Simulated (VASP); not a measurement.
BaTiO3: single point with PBEsol+U

BaTiO3:

```
Ba Ti O
1.0
     3.98550    0.00000    0.00000
     0.00000    2.83690   -2.84515
     0.00000    2.83690    2.84515
Ba Ti O
1 1 3
Cartesian
  0.0000 0.0000 0.0000
  1.9928 2.8369 0.0706
  0.0000 2.8369 -0.0717
  1.9928 1.4565 1.4143
  1.9928 4.2173 1.4143
```

```json
{
  "Program": "VASP 6.6.1",
  "Task": "single point",
  "Functional": "PBEsol",
  "Potentials or basis": "VASP PAW PBE potentials, release 64 (Ba_sv, Ti_sv, O)",
  "Cutoff": "600 eV",
  "k mesh": "6 × 6 × 6",
  "Occupations": "gaussian, width 0.01 eV",
  "Spin": "no spin polarisation",
  "Hubbard terms": "Ti d U = 6.0 eV",
  "Dipole correction": "no",
  "Further INCAR settings": "ALGO = Normal; EDIFF = 1e-06; NBANDS = 28"
}
```

* Pressure: 2.7 GPa
* Largest force: 0.720 eV/Å
* Band gap on the k mesh: 2.52 eV (least direct gap 2.78 eV)

Forces in eV/Å, atoms in the order of the input:
```
Ba   0.000  0.000  0.176
Ti   0.000  0.000 -0.720
O    0.000  0.000  0.240
O    0.000 -0.389  0.152
O    0.000  0.389  0.152
```

Stress tensor (GPa, compression positive):
```
2.82 0.00 0.00
0.00 3.05 0.00
0.00 0.00 2.34
```

Levels at points of the mesh, in eV from the valence-band top:
```tsv
k point	band 17	band 18	band 19	band 20	band 21	band 22	band 23	band 24
(0.00, 0.00, 0.00)	-1.13	-0.35	-0.30	-0.26	2.52	2.56	2.68	4.10
(0.50, 0.00, 0.00)	-1.73	-1.68	-0.92	-0.88	2.76	4.08	4.18	4.27
(0.00, 0.50, 0.00)	-1.74	-1.64	-0.90	-0.85	2.80	4.14	4.21	4.24
(0.50, 0.50, 0.00)	-1.97	-0.92	-0.91	-0.09	4.24	4.26	4.66	4.77
(0.00, 0.50, 0.50)	-1.91	-0.95	-0.91	-0.14	4.23	4.28	4.65	4.91
(0.50, 0.50, 0.50)	-2.27	-0.05	-0.01	0.00	4.85	4.91	4.92	6.42
```

Eigenvalues of the final occupation matrices:
```tsv
site	spin	trace	eigenvalues
site 2 d	1	0.76	0.10 0.10 0.10 0.23 0.24
site 2 d	2	0.76	0.10 0.10 0.10 0.23 0.24
```

Run time: 53 s on 1 thread of Intel(R) Xeon(R) Platinum 8559C (Emerald Rapids), on a shared host, peak memory 0.26 GiB.

Caveat: the PAW data sets were made with another functional, which shifts forces and pressure a little; spin-orbit coupling is left out, which moves the levels of the heavy elements. A k mesh can miss the band edges.
